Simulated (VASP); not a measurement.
# TiAl30 (a cell with a defect) in VASP: notebook, part 2 of 2

VASP 6.6.1. Earlier steps stand in the parts before.

## (3) Single point, PBE

File INCAR:

```
SYSTEM = TiAl30
PREC = Accurate ; ENCUT = 520
EDIFF = 1E-6 ; ISMEAR = 0
SIGMA = 0.15 ; LREAL = Auto
LASPH = .True. ; NELM = 60
ALGO = Normal ; ISIF = 2
LWAVE = .False. ; LCHARG = .False.
GGA = PE ; NBANDS = 72
```

File KPOINTS:

```
regular mesh
0
Gamma
  3 3 3
  0 0 0
```

File POSCAR:

```
TiAl30
1.0
    8.1000000000      0.0000000000      0.0000000000
    0.0000000000      8.1000000000      0.0000000000
    0.0000000000      0.0000000000      8.1000000000
Ti Al
1 30
Direct
    0.6950292593     -0.1950672840     -0.0000202469
    0.7448009877      0.2331351852     -0.0000233333
    0.7502290123      0.0045438272      0.2666919753
   -0.0057834568     -0.0018601235     -0.0000229630
    0.2504690123      0.2494803704     -0.0000208642
    0.5018200000      0.5057443210     -0.0000243210
    0.2522587654      0.0012967901      0.2446823457
    0.4986532099      0.2476876543      0.2446756790
    0.7490687654      0.5067122222      0.2406171605
    0.4949492593      0.0050011111      0.4999767901
    0.7524037037      0.2553576543      0.4999771605
    0.7502238272      0.0045408642      0.7332633333
   -0.0003687654      0.5003097531     -0.0000229630
    0.2668146914      0.7551480247     -0.0000216049
    0.0010116049      0.2522293827      0.2502762963
    0.2477255556      0.4989401235      0.2502670370
    0.4954111111      0.7497292593      0.2666856790
    0.0069264198     -0.0030492593      0.4999801235
    0.2487202469      0.2512325926      0.4999779012
    0.5029938272      0.4930281481      0.4999760494
    0.7557570370      0.7441928395      0.4999745679
    0.2522645679      0.0012909877      0.7552777778
    0.4986496296      0.2476881481      0.7552777778
    0.7490725926      0.5067045679      0.7593337037
   -0.0067596296      0.7508807407      0.2406120988
   -0.0010893827      0.5010449383      0.4999759259
    0.2445965432      0.7475417284      0.4999814815
    0.0010156790      0.2522237037      0.7496785185
    0.2477233333      0.4989397531      0.7496887654
    0.4954180247      0.7497238272      0.7332693827
   -0.0067645679      0.7508791358      0.7593439506
```

Potentials or basis: VASP PAW PBE potentials, release 64 (Ti_sv, Al).

Command:

```sh
$ cat potpaw_PBE.64/Ti_sv/POTCAR potpaw_PBE.64/Al/POTCAR > POTCAR
$ mpirun -np 1 vasp_std > vasp.out
```

OUTCAR:

```text
SYSTEM = TiAl30
   PREC = Accurate
   ENCUT = 520
   EDIFF = 1E-6
   ISMEAR = 0
   LREAL = Auto
   LASPH = .True.
   NELM = 60
   ISIF = 2
   GGA = PE

 ion  position               nearest neighbor table
   1  0.695  0.805  1.000-  17 2.74   3 2.74  30 2.74  12 2.74   4 2.88   6 2.88  31 3.13  25 3.13
                             9 3.13  24 3.13
   2  0.745  0.233  1.000-   4 2.78   8 2.81  23 2.81   3 2.85  12 2.85  15 2.91  28 2.91  24 2.95
                             9 2.95   6 2.96  13 2.99
   3  0.750  0.005  0.267-   1 2.74  11 2.77  10 2.80  18 2.81  21 2.83   8 2.84   2 2.85  25 2.85
                            15 2.86  17 2.92   4 2.93
[... 1226 lines left out ...]
  in kB      -16.9342442    -16.9370312     -5.7275906     -5.1728797     -0.0055261      0.0031347
  external PRESSURE =     -13.1996220 kB  Pullay stress =       0.0000000 kB

 VOLUME and BASIS-vectors are now :
 -----------------------------------------------------------------------------
  energy-cutoff  :      520.00
  volume of cell :      531.44
      direct lattice vectors                 reciprocal lattice vectors
     8.100000000  0.000000000  0.000000000     0.123456790  0.000000000  0.000000000
     0.000000000  8.100000000  0.000000000     0.000000000  0.123456790  0.000000000
     0.000000000  0.000000000  8.100000000     0.000000000  0.000000000  0.123456790

 POSITION                                       TOTAL-FORCE (eV/Angst)
 -----------------------------------------------------------------------------------
      5.62974      6.51995      8.09984         0.732781     -0.732354     -0.000461
      6.03289      1.88840      8.09981        -0.024803     -0.020637     -0.000021
      6.07685      0.03681      2.16020        -0.074639      0.015386     -0.060236
      8.05315      8.08493      8.09981         0.050997      0.042256      0.000257
      2.02880      2.02079      8.09983         0.013139     -0.014113     -0.000154
      4.06474      4.09653      8.09980        -0.042087     -0.050892      0.000273
[... 23 lines left out ...]
      4.01289      6.07276      5.93948        -0.015387      0.073984      0.059649
      8.04521      6.08212      6.15069        -0.038932      0.033553      0.005265
 -----------------------------------------------------------------------------------
    total drift:                                0.003860     -0.002043     -0.001770

  FREE ENERGIE OF THE ION-ELECTRON SYSTEM (eV)
  ---------------------------------------------------
  free  energy   TOTEN  =      -120.0591609374 eV

  energy  without entropy=     -119.9037655394  energy(sigma->0) =     -119.98146324
```

OSZICAR:

```text
N       E                     dE             d eps       ncg     rms          rms(c)
DAV:   1     0.257585835760E+03    0.25759E+03   -0.37480E+04  2128   0.117E+03
DAV:   2    -0.919750439475E+02   -0.34956E+03   -0.32967E+03  2280   0.187E+02
DAV:   3    -0.121802600203E+03   -0.29828E+02   -0.28535E+02  2768   0.488E+01
DAV:   4    -0.124005641525E+03   -0.22030E+01   -0.21818E+01  2976   0.115E+01
DAV:   5    -0.124074314196E+03   -0.68673E-01   -0.68609E-01  2600   0.184E+00    0.127E+01
DAV:   6    -0.130586691087E+03   -0.65124E+01   -0.64776E+01  3336   0.214E+01    0.379E+01
DAV:   7    -0.120721304583E+03    0.98654E+01   -0.91567E+01  2840   0.431E+01    0.718E+00
DAV:   8    -0.120381351021E+03    0.33995E+00   -0.76468E+00  2432   0.679E+00    0.389E+00
DAV:   9    -0.120146589274E+03    0.23476E+00   -0.98460E-01  2640   0.300E+00    0.133E+00
DAV:  10    -0.120060121350E+03    0.86468E-01   -0.27059E-01  2312   0.162E+00    0.452E-01
DAV:  11    -0.120060241147E+03   -0.11980E-03   -0.51293E-02  2672   0.760E-01    0.464E-01
DAV:  12    -0.120059393155E+03    0.84799E-03   -0.53317E-03  2464   0.241E-01    0.304E-01
DAV:  13    -0.120059350775E+03    0.42380E-04   -0.47920E-04  2624   0.790E-02    0.122E-01
DAV:  14    -0.120059175875E+03    0.17490E-03   -0.77809E-04  2320   0.843E-02    0.531E-02
DAV:  15    -0.120059160070E+03    0.15805E-04   -0.12008E-04  2768   0.426E-02    0.199E-02
DAV:  16    -0.120059160937E+03   -0.86701E-06   -0.30625E-06  2144   0.618E-03
   1 F= -.12005916E+03 E0= -.11998146E+03  d E =-.155395E+00
```

stdout:

```text
POSCAR found type information on POSCAR TiAl
 POSCAR found :  2 types and      31 ions
 scaLAPACK will be used
 LDA part: xc-table for (Slater+PW92), standard interpolation
 POSCAR, INCAR and KPOINTS ok, starting setup
 FFT: planning ... GRIDC
 FFT: planning ... GRID_SOFT
 FFT: planning ... GRID
 WAVECAR not read
 entering main loop
```

Run time: 20 min. Hardware: 1 thread of Intel Xeon 8259CL, shared host; peak memory 0.67 GiB.

Results:

* Free energy: -120.0592 eV
* Pressure: -1.3 GPa
* Largest force: 1.036 eV/Å
* Band gap on the k mesh: zero (bands 51 and 52 overlap by 0.24 eV)

Forces on the atoms (eV/Å):
```
Ti   0.733 -0.732  0.000
Al  -0.025 -0.021  0.000
Al  -0.075  0.015 -0.060
Al   0.051  0.042  0.000
Al   0.013 -0.014  0.000
Al  -0.042 -0.051  0.000
Al  -0.049  0.026  0.037
Al  -0.026  0.049  0.038
Al  -0.034  0.038 -0.006
Al  -0.007  0.008  0.000
Al   0.010 -0.011  0.000
Al  -0.074  0.015  0.060
Al  -0.049  0.048  0.000
Al   0.021  0.025  0.000
Al  -0.029  0.027 -0.008
Al  -0.027  0.029 -0.008
Al  -0.016  0.074 -0.060
Al  -0.036 -0.010  0.000
Al  -0.039  0.038 -0.001
Al   0.010  0.036  0.000
Al  -0.028  0.029  0.000
Al  -0.049  0.026 -0.037
Al  -0.026  0.049 -0.037
Al  -0.034  0.039  0.006
Al  -0.039  0.034 -0.005
Al  -0.036  0.036  0.000
Al   0.011 -0.009  0.000
Al  -0.029  0.027  0.008
Al  -0.027  0.029  0.008
Al  -0.015  0.074  0.060
Al  -0.039  0.034  0.005
```

Stress tensor (GPa, compression positive):
```
-1.69 -0.52  0.00
-0.52 -1.69  0.00
 0.00  0.00 -0.57
```

Levels at points of the mesh, in eV from the Fermi level:
| k point | band 47 | band 48 | band 49 | band 50 | band 51 | band 52 | band 53 | band 54 | band 55 | band 56 |
| --- | --- | --- | --- | --- | --- | --- | --- | --- | --- | --- |
| (0.00, 0.00, 0.00) | -0.47 | -0.39 | -0.27 | 0.10 | 0.24 | 0.25 | 0.35 | 0.36 | 0.38 | 0.62 |
